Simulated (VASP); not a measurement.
Input of a VASP 6.6.1 run:

INCAR

```
PREC     = Accurate       # precision mode
ENCUT    = 520            # plane-wave cutoff, eV
EDIFF    = 1E-6           # SCF threshold, eV
ISMEAR   = 0              # smearing method
SIGMA    = 0.02           # smearing width, eV
LREAL    = False          # projectors in reciprocal space
LASPH    = True           # aspherical terms in the spheres
NELM     = 80             # most SCF steps
ALGO     = Normal         # electronic algorithm
ISIF     = 2              # what is computed and relaxed
LWAVE    = False          # write WAVECAR
LCHARG   = False          # write CHGCAR
GGA      = PE             # functional
NBANDS   = 30             # bands
```

Contents of KPOINTS:

```
Automatic mesh
0
Gamma
  6 4 4
```

File POSCAR:

```
Be3TeF4
1.0
    4.5193960000      0.0000000000      0.0000000000
    1.9629320000      5.4830331000      0.0000000000
    1.9972005000      0.9290273000      5.6757144000
Be Te F
3 1 4
Direct
    0.1398960000      0.6376760000      0.1619850000
    0.8951650000      0.0172540000      0.4515730000
    0.6051680000      0.9078320000      0.9695180000
    0.3897040000      0.1905760000      0.2673900000
    0.8445080000      0.6708510000      0.0710860000
    0.7659830000      0.0259140000      0.7172390000
    0.3369380000      0.8014430000      0.9630340000
    0.0226370000      0.7484530000      0.3981750000
```

Potentials or basis: VASP PAW PBE potentials, release 64 (Be, Te, F).

Command:

```sh
$ cat potpaw_PBE.64/Be/POTCAR potpaw_PBE.64/Te/POTCAR potpaw_PBE.64/F/POTCAR > POTCAR
$ mpirun -np 1 vasp_std > vasp.out
```

Q: What does it give for the largest force?

A: 0.062 eV/Å.

Q: Estimate the band gap on the k mesh.

A: 3.91 eV.

Q: What does it give for the pressure?

A: 0.1 GPa.

Forces in eV/Å, atoms in the order of the input:
```
Be   0.003 -0.061  0.011
Be   0.005  0.044 -0.003
Be   0.008  0.040 -0.014
Te   0.006  0.002  0.003
F   -0.011 -0.010  0.004
F   -0.003 -0.001  0.006
F   -0.011  0.002 -0.010
F    0.002 -0.016  0.003
```

Caveat: spin-orbit coupling is left out, which moves the levels of the heavy elements. A k mesh can miss the band edges.
